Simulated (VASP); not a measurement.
# Si4P (P-6m2) in VASP: a series of runs

Runs on Si4P. Level: PBE. Tasks: single point.

All numbers are computed with VASP 6.6.1; they aren't measurements. Logs are shortened: lines on timing, memory, paths and dates and some standing lists are left out, and cuts for length are marked.

**1. The cell of the first run**

The structure is hexagonal, space group P-6m2 (No. 187). The conventional cell has a = 3.859 Å, b = 3.859 Å, c = 6.386 Å, α = 90.00°, β = 90.00°, γ = 120.00°. Si (site symmetry 3m) has 2 Si at 1.40 to 1.80 Å within 1.9 Å. Within 1.9 Å of Si (site symmetry -6m2) lie 2 Si at 1.40 Å. Within 2.4 Å of Si (site symmetry -6m2) lie 2 Si at 1.80 Å. P (site symmetry -6m2) has 9 Si at 2.23 to 2.63 Å within 2.9 Å.

The cell was built from a structure type or drawn by symmetry, and may not be a known phase.

**2. Single point, PBE**

The input, INCAR:

```
PREC = Accurate
ENCUT = 520
EDIFF = 1E-6
ISMEAR = 0
SIGMA = 0.1
LREAL = F
LASPH = T
NELM = 80
ALGO = Normal
ISIF = 2
LWAVE = F
LCHARG = F
GGA = PE
NBANDS = 18
```

The input, KPOINTS:

```
Automatic mesh
0
Gamma
  6 6 4
```

The input, POSCAR:

```
Si4P
1.0
    3.8586141600      0.0000000000      0.0000000000
   -1.9293070800      3.3416578900      0.0000000000
    0.0000000000      0.0000000000      6.3857741600
Si P
4 1
Direct
    0.3333333300      0.6666666700      0.7187792000
    0.3333333300      0.6666666700      0.2812208000
    0.3333333300      0.6666666700      0.5000000000
    0.3333333300      0.6666666700      0.0000000000
    0.6666666700      0.3333333300      0.5000000000
```

Potentials or basis: VASP PAW PBE potentials, release 64 (Si, P).

On the command line:

```
cat potpaw_PBE.64/Si/POTCAR potpaw_PBE.64/P/POTCAR > POTCAR
mpirun -np 1 vasp_std > vasp.out
```

OUTCAR:

```text
PREC = Accurate
   ENCUT = 520
   EDIFF = 1E-6
   ISMEAR = 0
   LREAL = F
   LASPH = T
   NELM = 80
   ISIF = 2
   GGA = PE

 ion  position               nearest neighbor table
   1  0.333  0.667  0.719-   3 1.40   4 1.80   5 2.63   5 2.63   5 2.63   2 2.79
   2  0.333  0.667  0.281-   3 1.40   4 1.80   5 2.63   5 2.63   5 2.63   1 2.79
   3  0.333  0.667  0.500-   1 1.40   2 1.40   5 2.23   5 2.23   5 2.23
   4  0.333  0.667  0.000-   1 1.80   2 1.80
   5  0.667  0.333  0.500-   3 2.23   3 2.23   3 2.23   2 2.63   1 2.63   2 2.63   1 2.63   1 2.63
                             2 2.63

 -----------------------------------------------------------------------------
|                                                                             |
|           W    W    AA    RRRRR   N    N  II  N    N   GGGG   !!!           |
|           W    W   A  A   R    R  NN   N  II  NN   N  G    G  !!!           |
|           W    W  A    A  R    R  N N  N  II  N N  N  G       !!!           |
|           W WW W  AAAAAA  RRRRR   N  N N  II  N  N N  G  GGG   !            |
|           WW  WW  A    A  R   R   N   NN  II  N   NN  G    G                |
|           W    W  A    A  R    R  N    N  II  N    N   GGGG   !!!           |
|                                                                             |
|     The distance between some ions is very small. Please check the          |
|     nearest-neighbor list in the OUTCAR file.                               |
|     I HOPE YOU KNOW WHAT YOU ARE DOING!                                     |
|                                                                             |
 -----------------------------------------------------------------------------

  LATTYP: Found a hexagonal cell.
 ALAT       =     3.8586141600
 C/A-ratio  =     1.6549398036

  Lattice vectors:

 A1 = (   3.8586141600,   0.0000000000,   0.0000000000)
 A2 = (  -1.9293070800,   3.3416578900,   0.0000000000)
 A3 = (   0.0000000000,   0.0000000000,   6.3857741600)

Analysis of symmetry for initial positions (statically):
=====================================================================
 Subroutine PRICEL returns:
 Original cell was already a primitive cell.

 Routine SETGRP: Setting up the symmetry group for a
 hexagonal supercell.

 Subroutine GETGRP returns: Found 12 space group operations
 (whereof 12 operations were pure point group operations)
 out of a pool of 24 trial point group operations.

The static configuration has the point symmetry D_3h.

Analysis of symmetry for dynamics (positions and initial velocities):
=====================================================================
 Subroutine PRICEL returns:
 Original cell was already a primitive cell.

 Routine SETGRP: Setting up the symmetry group for a
 hexagonal supercell.

 Subroutine GETGRP returns: Found 12 space group operations
 (whereof 12 operations were pure point group operations)
 out of a pool of 24 trial point group operations.

The dynamic configuration has the point symmetry D_3h.

 Subroutine INISYM returns: Found 12 space group operations
 (whereof 12 operations are pure point group operations),
 and found     1 'primitive' translations

----------------------------------------------------------------------------------------

                                     Primitive cell

  volume of cell :      82.3392

  direct lattice vectors                    reciprocal lattice vectors
     3.858614160  0.000000000  0.000000000     0.259160403  0.149626328  0.000000000
    -1.929307080  3.341657890  0.000000000     0.000000000  0.299252656  0.000000000
     0.000000000  0.000000000  6.385774160     0.000000000  0.000000000  0.156598084

  length of vectors
     3.858614160  3.858614163  6.385774160     0.299252657  0.299252656  0.156598084

  position of ions in fractional coordinates (direct lattice)
     0.333333330  0.666666670  0.718779200
     0.333333330  0.666666670  0.281220800
     0.333333330  0.666666670  0.500000000
     0.333333330  0.666666670  0.000000000
     0.666666670  0.333333330  0.500000000

  ion indices of the primitive-cell ions
   primitive index   ion index
                 1           1
                 2           2
                 3           3
                 4           4
                 5           5

----------------------------------------------------------------------------------------

 KPOINTS: Automatic mesh

Automatic generation of k-mesh.
 Grid dimensions read from file:
 generate k-points for:    6    6    4

 Generating k-lattice:

  Cartesian coordinates                     Fractional coordinates (reciprocal lattice)
     0.043193400  0.024937721  0.000000000     0.166666667  0.000000000  0.000000000
     0.000000000  0.049875443  0.000000000     0.000000000  0.166666667  0.000000000
     0.000000000  0.000000000  0.039149521     0.000000000  0.000000000  0.250000000

  Length of vectors
     0.049875443  0.049875443  0.039149521

  Shift w.r.t. Gamma in fractional coordinates (k-lattice)
     0.000000000  0.000000000  0.000000000

 Subroutine IBZKPT returns following result:
 ===========================================

 Found     21 irreducible k-points:

 Following reciprocal coordinates:
            Coordinates               Weight
  0.000000  0.000000  0.000000      1.000000
  0.166667  0.000000  0.000000      6.000000
  0.333333 -0.000000  0.000000      6.000000
  0.500000  0.000000  0.000000      3.000000
  0.166667  0.166667  0.000000      6.000000
  0.333333  0.166667  0.000000     12.000000
[... 13 lines left out ...]
  0.333333  0.166667  0.500000     12.000000
  0.333333  0.333333  0.500000      2.000000
   k-points           NKPTS =     21   k-points in BZ     NKDIM =     21   number of bands    NBANDS=     18
   number of dos      NEDOS =    301   number of ions     NIONS =      5
   total plane-waves  NPLWV =  43200
   dimension x,y,z NGX =    30 NGY =   30 NGZ =   48
   dimension x,y,z NGXF=    60 NGYF=   60 NGZF=   96
   ions per type =               4   1
   NGX,Y,Z   is equivalent  to a cutoff of  12.93, 12.93, 12.50 a.u.
   NGXF,Y,Z  is equivalent  to a cutoff of  25.85, 25.85, 24.99 a.u.
 SYSTEM =  unknown system
   PREC   = accura    normal or accurate (medium, high low for compatibility)
   ISTART =      0    job   : 0-new  1-cont  2-samecut
   ICHARG =      2    charge: 1-file 2-atom 10-const
   ISPIN  =      1    spin polarized calculation?
   LNONCOLLINEAR =      F non collinear calculations
   LSORBIT =      F    spin-orbit coupling
   LASPH  =      T    aspherical Exc in radial PAW
   ENCUT  =  520.0 eV  38.22 Ry    6.18 a.u.   7.17  7.17 11.87*2*pi/ulx,y,z
   NELM   =     80;   NELMIN=  2; NELMDL= -5     # of ELM steps
   EDIFF  = 0.1E-05   stopping-criterion for ELM
   LREAL  =      F    real-space projection
   EDIFFG = 0.1E-04   stopping-criterion for IOM
   NSW    =      0    number of steps for IOM
   IBRION =     -1    ionic relax: 0-MD 1-quasi-New 2-CG
   NFREE  =      0    steps in history (QN), initial steepest desc. (CG)
   ISIF   =      2    stress and relaxation
   ISYM   =      2    0-nonsym 1-usesym 2-fastsym
   POTIM  = 0.5000    time-step for ionic-motion
   TEBEG  =    0.0;   TEEND  =   0.0 temperature during run
   PSTRESS=    0.0 pullay stress
   NELECT =      21.0000    total number of electrons
   NUPDOWN=      -1.0000    fix difference up-down
   EMIN   =  10.00;   EMAX   =-10.00  energy-range for DOS
   EFERMI =   0.00;   METHOD = LEGACY
   ISMEAR =     0;   SIGMA  =   0.10  broadening in eV -4-tet -1-fermi 0-gaus
   EFERMI_NEDOS =   21; number of points for ismear=-14 and -15
   IALGO  =     38    algorithm
   IMIX   =      4    mixing-type and parameters
     AMIX     =   0.40;   BMIX     =  1.00
     AMIX_MAG =   1.60;   BMIX_MAG =  1.00
  volume/ion in A,a.u.               =      16.47       111.13
  Fermi-wavevector in a.u.,A,eV,Ry     =   1.038195  1.961904 14.665026  1.077849
  Thomas-Fermi vector in A             =   2.172668
   LORBIT       =      0    0 simple, 1 ext, 2 COOP (PROOUT), +10 PAW based schemes
   GGA     = PE    functional components
   LHFCALC =     F    Hartree Fock is set to
   AEXX    =    0.0000 exact exchange contribution
   IVDW    =     0    specifies the selected vdW correction
   LEPSILON=     F    determine dielectric tensor
   LRPA    =     F    only Hartree local field effects (RPA)
 non-spin polarized calculation
 Gauss-broadening in eV      SIGMA  =   0.10
  energy-cutoff  :      520.00
  volume of cell :       82.34
 maximum number of plane-waves:      2237
 NGX is ok and might be reduce to    30
   NGX = 15   NGY = 15   NGZ = 23

 number of electron      21.0000001 magnetization

 Free energy of the ion-electron system (eV)
  ---------------------------------------------------
  ext. energy  EPLUGINS =         0.00000000
  ---------------------------------------------------
  free energy    TOTEN  =        14.26844602 eV

  energy without entropy =       14.28832192  energy(sigma->0) =       14.27838397

 E-fermi :   7.2405     XC(G=0):  -9.9025

 val. band max:        7.2354247987   @ k =   0.3333   0.1667   0.2500
 cond. band min:       7.2710126892   @ k =   0.3333   0.3333   0.5000
 fundamental gap:      0.0355878905
 Fermi energy:         7.2405229281

 k-point     1 :       0.0000    0.0000    0.0000
  band No.  band energies     occupation
      1      -8.6554      2.00000
      2      -3.0470      2.00000
      3      -2.9966      2.00000
      4       1.2044      2.00000
      5       1.2044      2.00000
      6       2.4673      2.00000
[... 10 lines left out ...]
     17      13.5893      0.00000
     18      13.7459      0.00000

 k-point     2 :       0.1667    0.0000    0.0000
  band No.  band energies     occupation
      1      -8.3662      2.00000
      2      -2.9570      2.00000
      3      -2.7731      2.00000
      4      -0.8047      2.00000
      5       0.8532      2.00000
      6       3.6749      2.00000
[... 10 lines left out ...]
     17      12.9810      0.00000
     18      14.0639      0.00000

 k-point     3 :       0.3333   -0.0000    0.0000
  band No.  band energies     occupation
      1      -7.5571      2.00000
      2      -3.6376      2.00000
      3      -2.2141      2.00000
      4      -2.0163      2.00000
      5       0.3193      2.00000
      6       2.9809      2.00000
[... 10 lines left out ...]
     17      12.7780      0.00000
     18      13.9806      0.00000

 k-point     4 :       0.5000    0.0000    0.0000
  band No.  band energies     occupation
      1      -6.8024      2.00000
      2      -4.7677      2.00000
      3      -1.9102      2.00000
      4      -1.8330      2.00000
      5       0.1021      2.00000
      6       2.2649      2.00000
[... 10 lines left out ...]
     17      12.4843      0.00000
     18      13.7476      0.00000

 k-point     5 :       0.1667    0.1667    0.0000
  band No.  band energies     occupation
      1      -7.8100      2.00000
      2      -3.2131      2.00000
      3      -2.3754      2.00000
      4      -1.8983      2.00000
      5       0.0844      2.00000
      6       3.3376      2.00000
[... 10 lines left out ...]
     17      13.5647      0.00000
     18      13.7280      0.00000

 k-point     6 :       0.3333    0.1667    0.0000
  band No.  band energies     occupation
      1      -6.8651      2.00000
      2      -4.5466      2.00000
      3      -1.8939      2.00000
      4      -1.8506      2.00000
      5      -0.5759      2.00000
      6       2.4854      2.00000
[... 244 lines left out ...]
 k-point    18 :       0.5000    0.0000    0.5000
  band No.  band energies     occupation
      1      -6.6987      2.00000
      2      -4.6871      2.00000
      3      -3.5158      2.00000
      4       0.1261      2.00000
      5       1.4421      2.00000
      6       1.4694      2.00000
[... 10 lines left out ...]
     17      12.9902      0.00000
     18      13.2450      0.00000

 k-point    19 :       0.1667    0.1667    0.5000
  band No.  band energies     occupation
      1      -7.7322      2.00000
      2      -3.9500      2.00000
      3      -2.7739      2.00000
      4       0.1140      2.00000
      5       1.1161      2.00000
      6       1.1982      2.00000
[... 10 lines left out ...]
     17      12.6802      0.00000
     18      13.5769      0.00000

 k-point    20 :       0.3333    0.1667    0.5000
  band No.  band energies     occupation
      1      -6.7649      2.00000
      2      -4.4504      2.00000
      3      -3.5266      2.00000
      4      -0.5479      2.00000
      5       1.4879      2.00000
      6       1.5439      2.00000
[... 10 lines left out ...]
     17      13.4954      0.00000
     18      13.7507      0.00000

 k-point    21 :       0.3333    0.3333    0.5000
  band No.  band energies     occupation
      1      -6.0429      2.00000
      2      -5.2324      2.00000
      3      -3.3694      2.00000
      4      -1.1476      2.00000
      5       1.6049      2.00000
      6       1.9229      2.00000
[... 10 lines left out ...]
     17      14.5334      0.00000
     18      14.6687      0.00000

------------------------ aborting loop because EDIFF is reached ----------------------------------------

  FORCE on cell =-STRESS in cart. coord.  units (eV):
  Direction    XX          YY          ZZ          XY          YZ          ZX
  --------------------------------------------------------------------------------------
  -------------------------------------------------------------------------------------
  Total        4.7749370      4.7749370    221.4397946      0.0000000      0.0000000      0.0000000
  in kB       92.9118974     92.9118976   4308.8299772      0.0000000      0.0000000      0.0000000
  external PRESSURE =    1498.2179241 kB  Pullay stress =       0.0000000 kB

 VOLUME and BASIS-vectors are now :
 -----------------------------------------------------------------------------
  energy-cutoff  :      520.00
  volume of cell :       82.34
      direct lattice vectors                 reciprocal lattice vectors
     3.858614160  0.000000000  0.000000000     0.259160403  0.149626328  0.000000000
    -1.929307080  3.341657890  0.000000000     0.000000000  0.299252656  0.000000000
     0.000000000  0.000000000  6.385774160     0.000000000  0.000000000  0.156598084

 POSITION                                       TOTAL-FORCE (eV/Angst)
 -----------------------------------------------------------------------------------
     -0.00000      2.22777      4.58996        -0.000000      0.000000     49.362277
     -0.00000      2.22777      1.79581        -0.000000      0.000000    -49.362277
     -0.00000      2.22777      3.19289         0.000000      0.000000      0.000000
     -0.00000      2.22777      0.00000        -0.000000     -0.000000      0.000000
      1.92931      1.11389      3.19289         0.000000      0.000000      0.000000
 -----------------------------------------------------------------------------------
    total drift:                                0.000010     -0.000006      0.000000

  FREE ENERGIE OF THE ION-ELECTRON SYSTEM (eV)
  ---------------------------------------------------
  free  energy   TOTEN  =        14.2684460223 eV

  energy  without entropy=       14.2883219218  energy(sigma->0) =       14.27838397
```

It took 63 s on 1 thread of Intel Xeon 8259CL, shared host; peak memory 0.19 GiB.

Results:

```yaml
Free_energy: 14.2684 eV
Pressure: 149.8 GPa
Largest_force: 49.362 eV/Å
Band_gap_on_the_k_mesh: zero (an odd number of electrons rules out a gap without spin polarisation)
```

Forces in eV/Å, atoms in the order of the input:
```
Si    0.000   0.000  49.362
Si    0.000   0.000 -49.362
Si    0.000   0.000   0.000
Si    0.000   0.000   0.000
P     0.000   0.000   0.000
```

Stress tensor (GPa, compression positive):
```
  9.29   0.00   0.00
  0.00   9.29   0.00
  0.00   0.00 430.88
```

Levels at points of the mesh, in eV from the Fermi level:
```csv
k point,band 8,band 9,band 10,band 11,band 12,band 13
"(0.00, 0.00, 0.00)",-0.98,-0.98,-0.27,-0.27,0.90,0.90
"(0.50, 0.00, 0.00)",-2.70,-2.45,-1.13,-0.32,1.84,3.61
"(0.00, 0.00, 0.50)",-1.12,-1.12,-0.81,-0.81,0.85,2.86
"(0.50, 0.00, 0.50)",-3.16,-2.03,-1.34,0.86,2.16,2.42
```

Caveat: atoms lie so close that the PAW spheres overlap strongly, which falsifies energies and pressures; the cell stands under pressure; forces of over 1 eV/Å act on the atoms, so gaps and moduli don't describe the material at rest.

(Continued in part 2 of 2.)
